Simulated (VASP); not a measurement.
Set up this calculation in VASP 6.6.1, as the native input.

```
Task                   : single point
Functional             : PBE
Potentials or basis    : VASP PAW PBE potentials, release 64 (Al, N)
Cutoff                 : 520 eV
k mesh                 : 1 × 1 × 1
Occupations            : gaussian, width 0.01 eV
Spin                   : collinear spin
Dipole correction      : no
Further INCAR settings : LREAL = Auto; ALGO = Normal; EDIFF = 1e-06; NBANDS = 192
```

The structure of Al36N37 (a cell with a defect) lies in POSCAR:

```
Al36N37
1.0
    9.3906252598      0.0000000000      0.0000000000
   -4.6953126299      8.1325200324      0.0000000000
    0.0000000000      0.0000000000     10.0360866438
Al N
36 37
Direct
    0.2232700163      0.1116350081      0.2517291588
    0.2236317970      0.1118158985      0.7448678848
    0.2253931883      0.4507863766      0.2527859110
    0.2219755689      0.4439511378      0.7503244461
    0.2253931883      0.7746068117      0.2527859110
    0.2219755689      0.7780244311      0.7503244461
    0.5552832359      0.1105664718      0.2491943042
    0.5558616091      0.1117232183      0.7498779606
    0.5552832359      0.4447167641      0.2491943042
    0.5558616091      0.4441383909      0.7498779606
    0.5492136234      0.7746068117      0.2527859110
    0.5560488622      0.7780244311      0.7503244461
    0.8883649919      0.1116350081      0.2517291588
    0.8881841015      0.1118158985      0.7448678848
    0.8894335282      0.4447167641      0.2491943042
    0.8882767817      0.4441383909      0.7498779606
    0.8883649919      0.7767299837      0.2517291588
    0.8881841015      0.7763682030      0.7448678848
    0.1115611330      0.2231222660      0.4986918731
    0.1103595624      0.2207191248      0.9980791682
    0.1106299622      0.5553149811      0.5018607333
    0.1110951283      0.5555475641      0.9995857017
    0.1115611330      0.8884388670      0.4986918731
    0.1103595624      0.8896404376      0.9980791682
    0.4455879859      0.2227939930      0.4988513576
    0.4466611814      0.2233305907      0.9992220797
    0.4446850189      0.5553149811      0.5018607333
    0.4444524359      0.5555475641      0.9995857017
    0.4446850189      0.8893700378      0.5018607333
    0.4444524359      0.8889048717      0.9995857017
    0.7772060070      0.2227939930      0.4988513576
    0.7766694093      0.2233305907      0.9992220797
    0.7772060070      0.5544120141      0.4988513576
    0.7766694093      0.5533388186      0.9992220797
    0.7768777340      0.8884388670      0.4986918731
    0.7792808752      0.8896404376      0.9980791682
    0.2228111575      0.1114055787      0.4421069660
    0.2316436764      0.1158218382      0.9332830674
    0.2232429435      0.4464858870      0.4431452824
    0.2220404070      0.4440808140      0.9415295985
    0.2232429435      0.7767570565      0.4431452824
    0.2220404070      0.7779595930      0.9415295985
    0.5552537551      0.1105075101      0.4400877039
    0.5556017240      0.1112034481      0.9411051583
    0.5552537551      0.4447462449      0.4400877039
    0.5556017240      0.4443982760      0.9411051583
    0.5535141130      0.7767570565      0.4431452824
    0.5559191860      0.7779595930      0.9415295985
    0.8885944213      0.1114055787      0.4421069660
    0.8841781618      0.1158218382      0.9332830674
    0.8894924899      0.4447462449      0.4400877039
    0.8887965519      0.4443982760      0.9411051583
    0.8885944213      0.7771888425      0.4421069660
    0.8841781618      0.7683563236      0.9332830674
    0.1156787223      0.2313574446      0.1995498178
    0.1113792744      0.2227585487      0.6892792860
    0.1114970253      0.5557485127      0.1911410864
    0.1107129997      0.5553564998      0.6924526312
    0.1156787223      0.8843212777      0.1995498178
    0.1113792744      0.8886207256      0.6892792860
    0.4442499263      0.2221249632      0.1906025270
    0.4463365377      0.2231682688      0.6888788887
    0.4442514873      0.5557485127      0.1911410864
    0.4446435002      0.5553564998      0.6924526312
    0.4442514873      0.8885029747      0.1911410864
    0.4446435002      0.8892870003      0.6924526312
    0.7778750368      0.2221249632      0.1906025270
    0.7768317312      0.2231682688      0.6888788887
    0.7778750368      0.5557500737      0.1906025270
    0.7768317312      0.5536634623      0.6888788887
    0.7686425554      0.8843212777      0.1995498178
    0.7772414513      0.8886207256      0.6892792860
    0.0000000000      0.0000000000      0.0794688886
```

The input as run:

INCAR

```
SYSTEM = Al36N37
ALGO     = Normal         ! electronic algorithm
EDIFF    = 1E-6           ! SCF threshold, eV
ENCUT    = 520            ! plane-wave cutoff, eV
GGA      = PE             ! functional
ISIF     = 2              ! what is computed and relaxed
ISMEAR   = 0              ! smearing method
ISPIN    = 2              ! spin polarisation
LASPH    = .True.         ! aspherical terms in the spheres
LCHARG   = .False.        ! write CHGCAR
LORBIT   = 11             ! projections on sites
LREAL    = Auto         
LWAVE    = .False.        ! write WAVECAR
MAGMOM   = 0.1 0 0 0 0 0 0 0 0 0 0 0 0.1 0 0 0 0.1 0 0 0.1 0 0 0 0.1 0 0 0 0 0 0 0 0 0 0 0 0.1 0 0 0 0 0 0 0 0 0 0 0 0 0 0 0 0 0 0 0.1 0 0 0 0.1 0 0 0 0 0 0 0 0 0 0 0 0.1 0 0.1 ! initial moments
NBANDS   = 192            ! bands
NELM     = 150            ! most SCF steps
PREC     = Accurate       ! precision mode
SIGMA    = 0.01           ! smearing width, eV
```

KPOINTS

```
k-points
0
Gamma
  1 1 1
  0 0 0
```

Potentials or basis: VASP PAW PBE potentials, release 64 (Al, N).

Run with:

```console
$ cat potpaw_PBE.64/Al/POTCAR potpaw_PBE.64/N/POTCAR > POTCAR
$ mpirun -np 1 vasp_gam > vasp.out
```

It gave:

```yaml
Pressure: 1.9 GPa
Largest_force: 0.010 eV/Å
Band_gap_on_the_k_mesh: 1.28 eV
Net_moment: 3.00 μB per cell
Site_moments: Al -0.00, +0.00, +0.02; N +0.00, +0.12, +0.01, +0.16, -0.00, +1.22 μB
Valence_electrons_inside_the_program's_atomic_spheres: Al 0.78, 0.80, 0.81, 0.79, 0.76; N 3.86, 3.84, 3.85, 3.82, 3.65
```

Caveat: the k points lie up to 0.77 Å⁻¹ apart.

Run time: 15 min on 1 thread of AMD EPYC 7R43 64-Core Processor (Zen 3), on a shared host, peak memory 1 GiB.
